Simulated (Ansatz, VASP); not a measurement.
**One calculation of BeS, two programs**

The input INCAR:

```
PREC = Accurate
ENCUT = 520
EDIFF = 1E-8
ISMEAR = -1
SIGMA = 0.08
LREAL = False
LASPH = True
NELM = 80
ALGO = Normal
ISIF = 2
LWAVE = False
LCHARG = False
GGA = PE
LEFG = True
NBANDS = 11
```

Contents of KPOINTS:

```
regular mesh
0
Gamma
  13 13 13
```

The input POSCAR:

```
BeS
1.0
    0.0000000000      2.2950113052      2.2950113052
    2.2950113052      0.0000000000      2.2950113052
    2.2950113052      2.2950113052      0.0000000000
Be S
1 1
Direct
    0.0000000000      0.0000000000      0.0000000000
    0.5000000000      0.5000000000      0.5000000000
```

Input for Ansatz:

```yaml
crystal:
  lattice:
    - [0.0, 2.2950113052, 2.2950113052]
    - [2.2950113052, 0.0, 2.2950113052]
    - [2.2950113052, 2.2950113052, 0.0]
  atoms:
    - { symbol: Be, position: [0.0, 0.0, 0.0] }
    - { symbol: S, position: [0.5, 0.5, 0.5] }
kpoints:
  mp_grid: { grid: [13, 13, 13] }
scf:
  occupations: { method: fermi_dirac, width: 0.08 }
hamiltonian:
  xc: pbe
  pseudopotentials: { kind: paw }
output:
  forces: true
  stress: true
  eigenvalues: true
  efg: { contact_densities: true }
```

Change from the starting cell: volume scaled by 0.975, PAW files.

Alike in both runs: task electric field gradients; functional PBE; k mesh 13 × 13 × 13; occupations fermi-dirac, width 0.08 eV; no spin polarisation.

|  | VASP | Ansatz |
| --- | --- | --- |
| version | VASP 6.6.1 | Ansatz 0.2.0 |
| potentials or method | VASP PAW PBE potentials, release 64 (Be, S) | PAW with Ansatz's default frozen-core files, scalar-relativistic |
| plane-wave cutoff (eV) | 520 | 420 |
| valence electrons in the cell | 8 | 8 |

VASP gave:

* pressure (GPa): 2.8

**Question.** Estimate Ansatz's values.

**Answer.** Pressure (GPa): 2.9.
